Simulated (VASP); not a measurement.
Crystal: AlP2.

```xyz
6
Lattice="3.3760 0.0000 0.0000 -1.6880 2.9237 0.0000 0.0000 0.0000 10.6414" Properties=species:S:1:pos:R:3 pbc="T T T"
Al    0.0000    1.9491    3.9905
Al    1.6880    0.9746    9.3112
P     0.0000    1.9491    0.0000
P     1.6880    0.9746    5.3207
P     0.0000    0.0000    2.6603
P     0.0000    0.0000    7.9810
```

| Quantity | Value |
| --- | --- |
| Program | VASP 6.6.1 |
| Task | relaxation of cell and atoms |
| Functional | PBE |
| Potentials or basis | VASP PAW PBE potentials, release 64 (Al, P) |
| Cutoff | 600 eV |
| k mesh | 6 × 6 × 2 |
| Occupations | gaussian, width 0.1 eV |
| Spin | no spin polarisation |

At the start: pressure 9.3 GPa; volume 17.51 Å³/atom.

Where does the relaxation end?

Over 22 steps the energy falls by 378.1 meV/atom and the volume is 16.15 Å³/atom (-7.7 %); space group P6_3mc (No. 186, to 0.05 Å).

The path:
| step | energy change (eV) | largest force (eV/Å) | pressure (GPa) | volume (Å³) |
| --- | --- | --- | --- | --- |
| 1 | 0.0000 | 1.6593 | 9.30 | 105.03 |
| 2 | -0.4929 | 0.2068 | -6.07 | 121.15 |
| 3 | -0.5528 | 0.4898 | -2.93 | 116.60 |
| 4 | -0.8240 | 0.6474 | -2.74 | 113.62 |
| 5 | -1.6879 | 0.9340 | -0.11 | 103.96 |
| 6 | 0.7556 | 3.7793 | 28.65 | 81.22 |
| 7 | -1.5111 | 1.1859 | 3.52 | 101.24 |
| 8 | -1.4795 | 0.7142 | 7.36 | 95.40 |
| 9 | -1.5305 | 0.9642 | 5.66 | 97.77 |
| 10 | -1.6297 | 0.4901 | 3.38 | 98.68 |
| 11 | -1.6356 | 0.3231 | 2.71 | 99.00 |
| 12 | -1.6741 | 0.3519 | 1.63 | 100.22 |
| 13 | -1.7317 | 0.4184 | -1.25 | 103.89 |
| 14 | -1.7343 | 0.4323 | -1.91 | 104.81 |
| 15 | -1.7876 | 0.4696 | -1.92 | 104.62 |
| 16 | -1.8974 | 0.6818 | -2.07 | 103.81 |
| 17 | -1.9050 | 0.8025 | -2.20 | 103.40 |
| 18 | -2.0022 | 0.8998 | -1.24 | 101.21 |
| 19 | -2.1926 | 0.6095 | 2.39 | 94.71 |
| 20 | -2.2662 | 0.0634 | 0.68 | 96.13 |
| 21 | -2.2671 | 0.0569 | 0.51 | 96.31 |
| 22 | -2.2683 | 0.0288 | -0.08 | 96.91 |

Final structure:
```xyz
6
Lattice="3.4353 0.0000 0.0000 -1.7177 2.9751 0.0000 0.0000 0.0000 9.4822" Properties=species:S:1:pos:R:3 pbc="T T T"
Al    0.0000    1.9834    3.5650
Al    1.7177    0.9917    8.3061
P     0.0000    1.9834    0.4190
P     1.7177    0.9917    5.1601
P     0.0000    0.0000    1.9424
P     0.0000    0.0000    6.6836
```
